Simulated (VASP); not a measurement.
Runs of VASP 6.6.1 on AsO. The structure is that of space group P4/mmm (No. 123), or close to it. The cells are those of the table. The cell was generated, and may not be a known phase.

| task | cell | k mesh | cutoff (eV) | gap on the mesh (eV) | pressure (GPa) | relaxed volume (Å³/atom) |
| --- | --- | --- | --- | --- | --- | --- |
| single point | a = 2.880, b = 2.880, c = 3.697 Å, 2 atoms | 20 × 20 × 16 | 520 | none | 0.5 | - |
| relaxation of cell and atoms | relaxed from a = 2.873, b = 2.873, c = 3.695 Å, 2 atoms | 20 × 20 × 16 | 600 | none | 0.0 | (a) |
| single point | a = 2.873, b = 2.873, c = 3.695 Å, 2 atoms | 6 × 6 × 6 | 520 | none | 0.5 | - |
| relaxation of cell and atoms | relaxed from a = 3.190, b = 3.190, c = 3.287 Å, 2 atoms | 6 × 6 × 6 | 600 | none | -0.1 | 15.31 |
| single point | a = 3.190, b = 3.190, c = 3.287 Å, 2 atoms | 6 × 6 × 6 | 520 | none | 35.0 | - |

Alike in all rows: level PBE; potentials or basis VASP PAW PBE potentials, release 64 (As, O); no spin polarisation; smearing gaussian 0.1 eV.

**Question.** Estimate the missing entries.

**Answer.** (a) 15.35.

Caveats: some runs use coarse meshes; an odd number of electrons without spin polarisation forces a metal; a magnetic or distorted state may lie lower; the stress differs along the axes, from -10 to 125 GPa (at least some runs); this functional lacks dispersion, which binds layers or chains, so the pressure and a relaxed spacing across them are unreliable (at least some runs).

A k mesh can miss the band edges, and the runs leave out spin-orbit coupling on As.

A gap of «none» marks levels without a gap at the run's occupations.
